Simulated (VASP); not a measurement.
A run of VASP 6.6.1:

The input INCAR:

```
SYSTEM = CeCuSe3
  ALGO = Normal
  EDIFF = 1E-6
  ENCUT = 520
  GGA = PE
  ISIF = 2
  ISMEAR = 1
  LASPH = .True.
  LCHARG = .False.
  LREAL = .False.
  LWAVE = .False.
  NBANDS = 28
  NELM = 100
  PREC = Accurate
  SIGMA = 0.0893
```

KPOINTS

```
k-points
0
Gamma
  4 4 4
  0 0 0
```

POSCAR

```
CeCuSe3
1.0
    0.0000000000      4.6487720000      0.0000000000
    4.6487720000      0.0000000000      0.0000000000
    2.3243860000      2.3243860000     -5.7100010000
Ce Cu Se
1 1 3
Direct
    0.1365000000      0.1365000000      0.7270000000
    0.5221000000      0.5221000000      0.9558000000
    0.8858000000      0.3858000000      0.2284000000
    0.3858000000      0.8858000000      0.2284000000
    0.7504000000      0.7504000000      0.4992000000
```

Potentials or basis: VASP PAW PBE potentials, release 64 (Ce, Cu, Se).

The run is started by

```console
$ cat potpaw_PBE.64/Ce/POTCAR potpaw_PBE.64/Cu/POTCAR potpaw_PBE.64/Se/POTCAR > POTCAR
$ mpirun -np 1 vasp_std > vasp.out
```

Hardware: 1 thread of Intel(R) Xeon(R) Platinum 8375C CPU @ 2.90GHz (Ice Lake), with other jobs on the host.

Estimate the wall time of this run.

Run time: 3.9 min on 1 thread of Intel(R) Xeon(R) Platinum 8375C CPU @ 2.90GHz (Ice Lake), with other jobs on the host, peak memory 0.29 GiB. Counts: scf iterations 69, k points 13.
